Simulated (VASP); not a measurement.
Input of a VASP 6.6.1 run:

INCAR

```
SYSTEM = Cs
PREC = Accurate ; ENCUT = 520
EDIFF = 1E-7 ; ISMEAR = -1
SIGMA = 0.1 ; LREAL = .FALSE.
LASPH = .TRUE. ; NELM = 100
ALGO = Fast ; ISIF = 2
LWAVE = .FALSE. ; LCHARG = .FALSE.
GGA = PE ; NBANDS = 10
```

Contents of KPOINTS:

```
Automatic mesh
0
G
  7 7 7
  0 0 0
```

POSCAR

```
Cs
1.0
   -3.1284650614      3.1284650614      3.1284650614
    3.1284650614     -3.1284650614      3.1284650614
    3.1284650614      3.1284650614     -3.1284650614
Cs
1
Direct
    0.0000000000      0.0000000000      0.0000000000
```

Potentials or basis: VASP PAW PBE potentials, release 64 (Cs_sv).

The run is started by

```sh
$ cat potpaw_PBE.64/Cs_sv/POTCAR > POTCAR
$ mpirun -np 1 vasp_std > vasp.out
```

Q: What does it give for the band gap on the k mesh?

A: Zero (an odd number of electrons rules out a gap without spin polarisation).

Q: Estimate the pressure.

A: -0.1 GPa.

Caveat: spin-orbit coupling is left out, which moves the levels of the heavy elements.
